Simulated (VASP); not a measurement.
A run of VASP 6.6.1:

The input INCAR:

```
SYSTEM = Mn
ALGO = Normal ; EDIFF = 1E-6
ENCUT = 520 ; GGA = PE
ISIF = 2 ; ISMEAR = -1
ISPIN = 2 ; LASPH = .TRUE.
LCHARG = .FALSE. ; LMAXMIX = 4
LORBIT = 11 ; LREAL = .FALSE.
LWAVE = .FALSE. ; MAGMOM = 3 3 3
NBANDS = 30 ; NELM = 150
PREC = Accurate ; SIGMA = 0.05
```

KPOINTS

```
k-points
0
G
  9 9 12
  0 0 0
```

File POSCAR:

```
Mn
1.0
    3.2696836318      0.0000000000      0.0000000000
   -1.6348418160      2.8316290875      0.0000000000
    0.0000000000      0.0000000000      2.0255553286
Mn
3
Direct
    0.0000000000      0.0000000000      0.0000000000
    0.3333333333      0.6666666667      0.5000000000
    0.6666666667      0.3333333333      0.5000000000
```

Potentials or basis: VASP PAW PBE potentials, release 64 (Mn_pv).

The run is started by

```sh
$ cat potpaw_PBE.64/Mn_pv/POTCAR > POTCAR
$ mpirun -np 1 vasp_std > vasp.out
```

Hardware: 1 thread of AMD EPYC 9R45 96-Core Processor (Zen 5) (shared host).

Task: Estimate the wall time of this run.

Result: It took 52 s on 1 thread of AMD EPYC 9R45 96-Core Processor (Zen 5), on a shared host, peak memory 0.15 GiB. Counts: scf iterations 16, k points 84.
